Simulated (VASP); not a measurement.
A run of VASP 6.6.1 is set up as follows.

INCAR

```
SYSTEM = ScB15N16
ALGO = Normal
EDIFF = 1E-8
ENCUT = 520
GGA = PE
GGA_COMPAT = .FALSE.
ISIF = 2
ISMEAR = -1
ISPIN = 2
LASPH = .TRUE.
LCHARG = .FALSE.
LEFG = .TRUE.
LMAXMIX = 4
LORBIT = 11
LREAL = .FALSE.
LWAVE = .FALSE.
MAGMOM = 0 0 0 0 0 0 0.01 0 0 0 0 0 0.01 0 0 0.06 0.02 0.01 0.04 0.03 0.01 0.02 0.15 0.04 0.04 0.17 0.01 0.02 0.03 0.04 0.01 0.01
NBANDS = 94
NELECT = 135.0
NELM = 200
NUPDOWN = 1.0
PREC = Accurate
SIGMA = 0.01
```

The input KPOINTS:

```
Automatic mesh
0
Gamma
  2 2 2
  0.5 0.5 0.5
```

The input POSCAR:

```
ScB15N16
1.0
   -3.6241103844      3.6241103844     -3.6241103844
    3.6241103844      3.6241103844      3.6241103844
    3.6241103844     -3.6241103844     -3.6241103844
B Sc N
15 1 16
Direct
   -0.0094681523     -0.0107317036     -0.0077344970
    0.0016339377      0.2477165090      0.7587109220
   -0.0054433011      0.5084003458      0.5010452233
   -0.0087165112      0.7425755514      0.2433587322
    0.2489749336      0.0002673284      0.7587094852
    0.2462850707      0.5070023917      0.2460206687
    0.2513285238      0.7500191903      0.0011142902
    0.5096822635     -0.0070157140      0.5010464186
    0.5084018621      0.2450219650      0.2457836869
    0.4993365136      0.4980650768      0.0097779181
    0.5013084406      0.7620219841      0.7560514569
    0.7438770032     -0.0100087859      0.2433240172
    0.7512630237      0.2499166440      0.0009630218
    0.7636414582      0.5002575923      0.7562940976
    0.7475078449      0.7461063211      0.5010328103
    0.2736486776      0.2715605024      0.5009267960
   -0.0390872931     -0.0403538233      0.2114373364
   -0.0033942612      0.2483124991      0.0041366696
    0.0099403425      0.5027003219      0.7545836090
   -0.0049254798      0.7560510077      0.5010475341
    0.2496743413     -0.0046717181      0.0041950562
    0.2505630576      0.2492889835      0.7906060452
    0.2435284543      0.5602793059      0.5010494385
    0.2504956733      0.7549942621      0.2475491392
    0.5039761002      0.0084528931      0.7545091639
    0.5627387085      0.2422564416      0.5010360932
    0.5009885919      0.4996166380      0.2594409365
    0.4934889272      0.7451953254     -0.0020799594
    0.7574715564     -0.0062896191      0.5010469162
    0.7564155217      0.2491586631      0.2475051798
    0.7465317584      0.4921647974     -0.0021183798
    0.7425690393      0.7411929060      0.7426125496
```

Potentials or basis: VASP PAW PBE potentials, release 64 (B, Sc_sv, N).

The run is started by

```console
$ cat potpaw_PBE.64/B/POTCAR potpaw_PBE.64/Sc_sv/POTCAR potpaw_PBE.64/N/POTCAR > POTCAR
$ mpirun -np 1 vasp_std > vasp.out
```

Task: Predict the largest force.

Result: 0.407 eV/Å.

Forces on the atoms (eV/Å):
```
B   -0.059  0.014  0.058
B   -0.126  0.026  0.174
B    0.153  0.130  0.152
B    0.125  0.026 -0.182
B   -0.180  0.026  0.126
B    0.058  0.119  0.010
B    0.002  0.016 -0.002
B   -0.160  0.122 -0.159
B   -0.012  0.122 -0.050
B    0.058  0.008 -0.059
B    0.008  0.115  0.057
B    0.176  0.031 -0.133
B    0.000  0.018  0.007
B   -0.050  0.122 -0.010
B    0.000  0.276 -0.001
Sc   0.021 -0.092  0.013
N   -0.059 -0.118  0.063
N    0.054 -0.060 -0.072
N    0.084 -0.044 -0.031
N   -0.062 -0.258 -0.060
N    0.069 -0.061 -0.056
N    0.056 -0.117 -0.055
N   -0.286  0.054 -0.284
N   -0.089 -0.038  0.035
N    0.041 -0.035 -0.091
N    0.270  0.058  0.268
N   -0.006 -0.021  0.006
N   -0.069 -0.058  0.057
N    0.065 -0.250  0.069
N   -0.032 -0.046  0.087
N   -0.057 -0.064  0.069
N    0.007 -0.021 -0.007
```

Caveat: the k points lie up to 0.61 Å⁻¹ apart; the cell carries a net charge on a neutralising background, which shifts energy and pressure; without QUAD_EFG the Cq values of the log hold for a quadrupole moment of 1 mb, not for the nuclei; the total moment is fixed, so each spin has its own Fermi level and the state may be an excited one.
